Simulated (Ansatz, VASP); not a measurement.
**Two plane-wave programs on Mo4C**

The input INCAR:

```
ALGO = Normal
DIPOL = 0.5 0.5 0.345
EDIFF = 1E-6
ENCUT = 520
IDIPOL = 3
ISIF = 2
ISMEAR = 0
LASPH = T
LCHARG = F
LDIPOL = T
LREAL = F
LWAVE = F
NBANDS = 38
NELM = 60
PREC = Accurate
SIGMA = 0.1
```

KPOINTS

```
k-points
0
Gamma
  9 9 1
```

The input POSCAR:

```
Mo4C
1.0
    3.1111816891      0.0000000000      0.0000000000
    0.0000000000      3.1111816891      0.0000000000
    0.0000000000      0.0000000000     21.5098172784
Mo C
4 1
Direct
    0.5000000000      0.5000000000      0.1859615983
    0.0000000000      0.0000000000      0.2582816382
    0.5000000000      0.5000000000      0.3325055024
    0.0000000000      0.0000000000      0.3956248056
    0.3750000000      0.3750000000      0.5513676441
```

Input for Ansatz:

```yaml
crystal:
  lattice:
    - [3.1111816891, 0.0, 0.0]
    - [0.0, 3.1111816891, 0.0]
    - [0.0, 0.0, 21.5098172784]
  atoms:
    - { symbol: Mo, position: [0.5, 0.5, 0.1859615983] }
    - { symbol: Mo, position: [0.0, 0.0, 0.2582816382] }
    - { symbol: Mo, position: [0.5, 0.5, 0.3325055024] }
    - { symbol: Mo, position: [0.0, 0.0, 0.3956248056] }
    - { symbol: C, position: [0.375, 0.375, 0.5513676441] }
basis:
  ecutwfc: 420
kpoints:
  mp_grid: { grid: [9, 9, 1] }
hamiltonian:
  xc: lda
scf:
  occupations: { method: gaussian, width: 0.1 }
output:
  forces: true
  eigenvalues: true
efield:
  axis: 3
  dipole_correction: true
  ramp_width: 0.04
```

Alike in both runs: task single point; functional LDA; k mesh 9 × 9 × 1; occupations gaussian, width 0.1 eV; no spin polarisation.

```csv
,VASP,Ansatz
version,VASP 6.6.1,Ansatz 0.2.0
potentials or method,"VASP PAW LDA potentials, release 64 (Mo_sv, C), cutoff 520 eV","scalar-relativistic, plane waves, PAW"
valence electrons in the cell,60,60
```

```tsv
	VASP	Ansatz	Ansatz less VASP
gap on the k mesh at the Fermi level (eV)	none	none	-
rms of the force components (eV/Å)	0.759	0.757	-0.0020
```

LDA's correlation is that of Perdew and Zunger in VASP and of Perdew and Wang (1992) in Ansatz. Atom by atom the forces differ by 0.030 eV/Å (rms over components). A gap of «none» marks a metal or a gap that the smearing closes.
